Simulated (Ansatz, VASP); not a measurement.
**Two plane-wave programs on SiC**

The input POSCAR:

```
SiC
1.0
    0.0000000000      2.1780497564      2.1780497564
    2.1780497564      0.0000000000      2.1780497564
    2.1780497564      2.1780497564      0.0000000000
Si C
1 1
Direct
    0.2500000000      0.2500000000      0.2500000000
    0.0000000000      0.0000000000      0.0000000000
```

Contents of INCAR.step1:

```
SYSTEM = SiC
PREC = Accurate
ENCUT = 660
ISMEAR = 0
SIGMA = 0.01
LREAL = .FALSE.
LASPH = .TRUE.
NELM = 120
NBANDS = 11
GGA = PE
ALGO = Normal
EDIFF = 1E-5
LWAVE = .TRUE.
LCHARG = .FALSE.
GGA_COMPAT = .FALSE.
```

The input INCAR.step2:

```
SYSTEM = SiC
PREC = Accurate
ENCUT = 660
EDIFF = 1E-6
ISMEAR = 0
SIGMA = 0.01
LREAL = .FALSE.
LASPH = .TRUE.
NELM = 120
ALGO = Normal
ISIF = 2
LWAVE = .FALSE.
LCHARG = .TRUE.
METAGGA = R2SCAN
LMIXTAU = .TRUE.
LELF = .TRUE.
LVHAR = .TRUE.
NBANDS = 11
ISTART = 1
GGA_COMPAT = .FALSE.
```

The input KPOINTS:

```
regular mesh
0
G
  8 8 8
  0 0 0
```

Input for Ansatz:

```yaml
crystal:
  lattice:
    - [0.0, 2.1780497564, 2.1780497564]
    - [2.1780497564, 0.0, 2.1780497564]
    - [2.1780497564, 2.1780497564, 0.0]
  atoms:
    - { symbol: Si, position: [0.25, 0.25, 0.25] }
    - { symbol: C, position: [0.0, 0.0, 0.0] }
kpoints:
  mp_grid: { grid: [8, 8, 8] }
hamiltonian:
  xc: r2scan
scf:
  occupations: { method: fixed }
  n_extra_bands: 4
output:
  forces: true
  stress: true
  eigenvalues: true
```

Alike in both runs: task single point; functional r2SCAN; k mesh 8 × 8 × 8; no spin polarisation.

```csv
,VASP,Ansatz
version,VASP 6.6.1,Ansatz 0.2.0
potentials or method,"VASP PAW PBE potentials, release 64 (Si, C)",plane waves
plane-wave cutoff (eV),660,500
occupations,"gaussian, width 0.01 eV",fixed
valence electrons in the cell,8,8
```

```tsv
	VASP	Ansatz	Ansatz less VASP
gap on the k mesh at the Fermi level (eV)	1.73	1.71	-0.013
pressure (GPa)	-0.4	0.0	+0.39
```

VASP's potentials were made for PBE, not for r2SCAN.
